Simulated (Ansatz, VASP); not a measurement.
## Two plane-wave programs on Ga

INCAR

```
SYSTEM = Ga
PREC = Accurate
ENCUT = 600
EDIFF = 1E-7
ISMEAR = -1
SIGMA = 0.05
LREAL = .FALSE.
LASPH = .TRUE.
NELM = 60
ALGO = Normal
ISIF = 3
LWAVE = .FALSE.
LCHARG = .FALSE.
GGA = PS
IVDW = 12
IBRION = 2
NSW = 60
EDIFFG = -0.01
```

The input KPOINTS:

```
regular mesh
0
G
  10 10 10
  0 0 0
```

File POSCAR:

```
Ga
1.0
    2.7164800000      0.0000000000      0.0000000000
    0.0000000000      2.7164800000      0.0000000000
    0.0000000000      0.0000000000      2.7164800000
Ga
1
Direct
    0.0000000000      0.0000000000      0.0000000000
```

The input input.yaml:

```yaml
crystal:
  lattice:
    - [2.71648, 0.0, 0.0]
    - [0.0, 2.71648, 0.0]
    - [0.0, 0.0, 2.71648]
  atoms:
    - { symbol: Ga, position: [0.0, 0.0, 0.0] }
hamiltonian:
  xc: pbesol
  pseudopotentials: { kind: paw }
  dispersion: d3bj
kpoints:
  mp_grid: { grid: [10, 10, 10] }
scf:
  occupations: { method: fermi_dirac, width: 0.05 }
output:
  forces: true
  stress: true
  eigenvalues: true
  write_density: true
  write_potential: true
  elf: true
  volumetric_format: npy
relax:
  f_tol: 0.01
  max_steps: 40
  cell: { stress_tol: 0.05 }
```

Alike in both runs: task relaxation of cell and atoms; functional PBEsol; dispersion D3(BJ); k mesh 10 × 10 × 10; occupations fermi-dirac, width 0.05 eV; no spin polarisation.

|  | VASP | Ansatz |
| --- | --- | --- |
| version | VASP 6.6.1 | Ansatz 0.2.0 |
| potentials or method | VASP PAW PBE potentials, release 64 (Ga_d) | Ansatz PAW |
| plane-wave cutoff (eV) | 600 | 420 |
| valence electrons in the cell | 13 | 13 |

```tsv
	VASP	Ansatz	Ansatz less VASP
gap on the k mesh at the Fermi level, each at its own relaxed structure (eV)	none	none	-
relaxed volume (Å³/atom)	17.95	17.95	-0.001
relaxed length of the cell vector where the two differ most in proportion (Å)	2.618	2.618	0.0000
```

VASP's potentials were made for PBE, not for PBEsol. A gap of «none» marks a metal or a gap that the smearing closes.

Noted on Ansatz's run: the plane-wave basis is chosen anew once the cell has moved, so the energies of steps on either side of that aren't comparable.
